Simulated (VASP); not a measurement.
# Si4C (P-3m1) in VASP: single point with revPBE

Aim: the single point of Si4C with revPBE.

Program: VASP 6.6.1. These are calculated values, not measurements. Logs are shortened: lines on timing, memory, paths and dates and some standing lists are left out, and cuts for length are marked.

## (1) The cell of the first run

The structure is trigonal, space group P-3m1 (No. 164). Conventional cell: a = 2.879 Å, b = 2.879 Å, c = 21.821 Å, α = 90.00°, β = 90.00°, γ = 120.00°. Within 3.4 Å of Si (site symmetry 3m) lie 12 Si at 2.60 to 2.88 Å and 1 C at 3.27 Å. Within 3.4 Å of Si (site symmetry 3m) lie 12 Si at 2.60 to 2.88 Å. Si (site symmetry 3m) has 3 C at 2.01 Å and 10 Si at 2.42 to 2.88 Å within 2.9 Å. Within 2.9 Å of Si (site symmetry 3m) lie 3 C at 2.11 Å and 7 Si at 2.42 to 2.88 Å. C (site symmetry 3m) has 6 Si at 2.01 to 2.11 Å within 2.7 Å.

## (2) Single point, revPBE

File INCAR:

```
SYSTEM = Si4C
PREC = Accurate ; ENCUT = 600
EDIFF = 1E-6 ; ISMEAR = 0
SIGMA = 0.1 ; LREAL = .FALSE.
LASPH = .TRUE. ; NELM = 120
ALGO = Normal ; ISIF = 2
LWAVE = .FALSE. ; LCHARG = .FALSE.
GGA = RE ; NBANDS = 31
GGA_COMPAT = .FALSE.
```

File KPOINTS:

```
regular mesh
0
G
  18 18 2
  0 0 0
```

File POSCAR:

```
Si4C
1.0
    2.8792802393      0.0000000000      0.0000000000
   -1.4396401197      2.4935298319      0.0000000000
    0.0000000000      0.0000000000     21.8208862598
Si C
8 2
Direct
    0.3333333333      0.6666666667      0.8589077217
    0.3333333333      0.6666666667      0.0496996064
    0.3333333333      0.6666666667      0.2393612454
    0.3333333333      0.6666666667      0.3503098443
    0.6666666667      0.3333333333      0.7606387546
    0.6666666667      0.3333333333      0.9503003936
    0.6666666667      0.3333333333      0.1410922783
    0.6666666667      0.3333333333      0.6496901557
    0.3333333333      0.6666666667      0.7089567844
    0.6666666667      0.3333333333      0.2910432156
```

Potentials or basis: VASP PAW PBE potentials, release 64 (Si, C).

The run is started by

```bash
$ cat potpaw_PBE.64/Si/POTCAR potpaw_PBE.64/C/POTCAR > POTCAR
$ mpirun -np 1 vasp_std > vasp.out
```

OUTCAR:

```text
SYSTEM = Si4C
   PREC = Accurate
   ENCUT = 600
   EDIFF = 1E-6
   ISMEAR = 0
   LREAL = .FALSE.
   LASPH = .TRUE.
   NELM = 120
   ISIF = 2
   GGA = RE

 ion  position               nearest neighbor table
   1  0.333  0.667  0.859-   6 2.60   6 2.60   6 2.60   5 2.71   5 2.71   5 2.71
   2  0.333  0.667  0.050-   7 2.60   7 2.60   7 2.60   6 2.73   6 2.73   6 2.73
   3  0.333  0.667  0.239-  10 2.01  10 2.01  10 2.01   4 2.42   7 2.71   7 2.71   7 2.71
   4  0.333  0.667  0.350-  10 2.11  10 2.11  10 2.11   3 2.42
   5  0.667  0.333  0.761-   9 2.01   9 2.01   9 2.01   8 2.42   1 2.71   1 2.71   1 2.71
   6  0.667  0.333  0.950-   1 2.60   1 2.60   1 2.60   2 2.73   2 2.73   2 2.73
   7  0.667  0.333  0.141-   2 2.60   2 2.60   2 2.60   3 2.71   3 2.71   3 2.71
   8  0.667  0.333  0.650-   9 2.11   9 2.11   9 2.11   5 2.42
   9  0.333  0.667  0.709-   5 2.01   5 2.01   5 2.01   8 2.11   8 2.11   8 2.11
  10  0.667  0.333  0.291-   3 2.01   3 2.01   3 2.01   4 2.11   4 2.11   4 2.11

  LATTYP: Found a hexagonal cell.
 ALAT       =     2.8792802393
 C/A-ratio  =     7.5785906359

  Lattice vectors:

 A1 = (   2.8792802393,   0.0000000000,   0.0000000000)
 A2 = (  -1.4396401197,   2.4935298319,   0.0000000000)
 A3 = (   0.0000000000,   0.0000000000,  21.8208862598)

Analysis of symmetry for initial positions (statically):
=====================================================================
 Subroutine PRICEL returns:
 Original cell was already a primitive cell.

 Routine SETGRP: Setting up the symmetry group for a
 hexagonal supercell.

 Subroutine GETGRP returns: Found 12 space group operations
 (whereof 12 operations were pure point group operations)
 out of a pool of 24 trial point group operations.

The static configuration has the point symmetry D_3d.

Analysis of symmetry for dynamics (positions and initial velocities):
=====================================================================
 Subroutine PRICEL returns:
 Original cell was already a primitive cell.

 Routine SETGRP: Setting up the symmetry group for a
 hexagonal supercell.

 Subroutine GETGRP returns: Found 12 space group operations
 (whereof 12 operations were pure point group operations)
 out of a pool of 24 trial point group operations.

The dynamic configuration has the point symmetry D_3d.

 Subroutine INISYM returns: Found 12 space group operations
 (whereof 12 operations are pure point group operations),
 and found     1 'primitive' translations

[... 116 lines left out ...]
   ISIF   =      2    stress and relaxation
   ISYM   =      2    0-nonsym 1-usesym 2-fastsym
   POTIM  = 0.5000    time-step for ionic-motion
   TEBEG  =    0.0;   TEEND  =   0.0 temperature during run
   PSTRESS=    0.0 pullay stress
   NELECT =      40.0000    total number of electrons
   NUPDOWN=      -1.0000    fix difference up-down
   EMIN   =  10.00;   EMAX   =-10.00  energy-range for DOS
   EFERMI =   0.00;   METHOD = LEGACY
   ISMEAR =     0;   SIGMA  =   0.10  broadening in eV -4-tet -1-fermi 0-gaus
   EFERMI_NEDOS =   21; number of points for ismear=-14 and -15
   IALGO  =     38    algorithm
   IMIX   =      4    mixing-type and parameters
     AMIX     =   0.40;   BMIX     =  1.00
     AMIX_MAG =   1.60;   BMIX_MAG =  1.00
  volume/ion in A,a.u.               =      15.67       105.72
  Fermi-wavevector in a.u.,A,eV,Ry     =   1.038575  1.962622 14.675761  1.078638
  Thomas-Fermi vector in A             =   2.173066
   LORBIT       =      0    0 simple, 1 ext, 2 COOP (PROOUT), +10 PAW based schemes
   GGA     = RE    functional components
   LHFCALC =     F    Hartree Fock is set to
   AEXX    =    0.0000 exact exchange contribution
   IVDW    =     0    specifies the selected vdW correction
   LEPSILON=     F    determine dielectric tensor
   LRPA    =     F    only Hartree local field effects (RPA)
 non-spin polarized calculation
 Gauss-broadening in eV      SIGMA  =   0.10
  energy-cutoff  :      600.00
  volume of cell :      156.66
 maximum number of plane-waves:      5276
 NGX is ok and might be reduce to    24
   NGX = 11   NGY = 11   NGZ = 87

 number of electron      39.9999999 magnetization

 Free energy of the ion-electron system (eV)
  ---------------------------------------------------
  ext. energy  EPLUGINS =         0.00000000
  ---------------------------------------------------
  free energy    TOTEN  =       -52.44886249 eV

  energy without entropy =      -52.43619762  energy(sigma->0) =      -52.44253005

 E-fermi :   7.3924     XC(G=0):  -9.7440

 val. band max:        7.3748890662   @ k =   0.3333   0.3333   0.0000
 cond. band min:       7.3935537956   @ k =   0.2222   0.1667   0.5000
 fundamental gap:      0.0186647294
 Fermi energy:         7.3924095744

 k-point     1 :       0.0000    0.0000    0.0000
  band No.  band energies     occupation
      1      -9.6043      2.00000
      2      -9.6040      2.00000
      3      -6.5316      2.00000
      4      -5.8909      2.00000
      5      -4.6791      2.00000
      6      -3.9492      2.00000
[... 805 lines left out ...]
     30      11.2319      0.00000
     31      11.5515      0.00000

 [... further k-points ...]
[... 5 lines left out ...]
  --------------------------------------------------------------------------------------
  -------------------------------------------------------------------------------------
  Total        0.7407367      0.7407367      0.6125509     -0.0000000      0.0000000     -0.0000000
  in kB        7.5753651      7.5753651      6.2644345     -0.0000000      0.0000000     -0.0000000
  external PRESSURE =       7.1383882 kB  Pullay stress =       0.0000000 kB

 VOLUME and BASIS-vectors are now :
 -----------------------------------------------------------------------------
  energy-cutoff  :      600.00
  volume of cell :      156.66
      direct lattice vectors                 reciprocal lattice vectors
     2.879280239  0.000000000  0.000000000     0.347309021  0.200518957  0.000000000
    -1.439640120  2.493529832  0.000000000     0.000000000  0.401037913  0.000000000
     0.000000000  0.000000000 21.820886260     0.000000000  0.000000000  0.045827653

 POSITION                                       TOTAL-FORCE (eV/Angst)
 -----------------------------------------------------------------------------------
     -0.00000      1.66235     18.74213         0.000000     -0.000000     -0.007141
     -0.00000      1.66235      1.08449         0.000000      0.000000     -0.010520
     -0.00000      1.66235      5.22307        -0.000000      0.000000     -0.053712
     -0.00000      1.66235      7.64407        -0.000000      0.000000      0.060310
      1.43964      0.83118     16.59781         0.000000     -0.000000      0.053712
      1.43964      0.83118     20.73640         0.000000      0.000000      0.010520
      1.43964      0.83118      3.07876        -0.000000      0.000000      0.007141
      1.43964      0.83118     14.17681         0.000000     -0.000000     -0.060310
     -0.00000      1.66235     15.47007        -0.000000     -0.000000     -0.021666
      1.43964      0.83118      6.35082        -0.000000      0.000000      0.021666
 -----------------------------------------------------------------------------------
    total drift:                                0.000000     -0.000000      0.000000

  FREE ENERGIE OF THE ION-ELECTRON SYSTEM (eV)
  ---------------------------------------------------
  free  energy   TOTEN  =       -52.4488624854 eV

  energy  without entropy=      -52.4361976199  energy(sigma->0) =      -52.44253005
```

stdout:

```text
POSCAR found type information on POSCAR SiC
 POSCAR found :  2 types and      10 ions
 scaLAPACK will be used
 -----------------------------------------------------------------------------
|                                                                             |
|                                                                             |
|     You enforced a specific xc type in the INCAR file but a different       |
|     I HOPE YOU KNOW WHAT YOU ARE DOING!                                     |
|                                                                             |
 -----------------------------------------------------------------------------

 LDA part: xc-table for (Slater+PW92), standard interpolation
 POSCAR, INCAR and KPOINTS ok, starting setup
 FFT: planning ... GRIDC
 FFT: planning ... GRID_SOFT
 FFT: planning ... GRID
 WAVECAR not read
 entering main loop
```

Wall time 11 min (1 thread of Oxide Virtual Turin-like, shared host); peak memory 0.48 GiB.

Results:

| Quantity | Value |
| --- | --- |
| Free energy | -52.4489 eV |
| Pressure | 0.7 GPa |
| Largest force | 0.060 eV/Å |
| Band gap on the k mesh | zero (bands 20 and 21 overlap by 7.02 eV) |

Forces in eV/Å, atoms in the order of the input:
```
Si   0.000  0.000 -0.007
Si   0.000  0.000 -0.011
Si   0.000  0.000 -0.054
Si   0.000  0.000  0.060
Si   0.000  0.000  0.054
Si   0.000  0.000  0.011
Si   0.000  0.000  0.007
Si   0.000  0.000 -0.060
C    0.000  0.000 -0.022
C    0.000  0.000  0.022
```

Stress tensor (GPa, compression positive):
```
0.76 0.00 0.00
0.00 0.76 0.00
0.00 0.00 0.63
```

Caveat: the PAW data sets were made with another functional, which shifts forces and pressure a little.
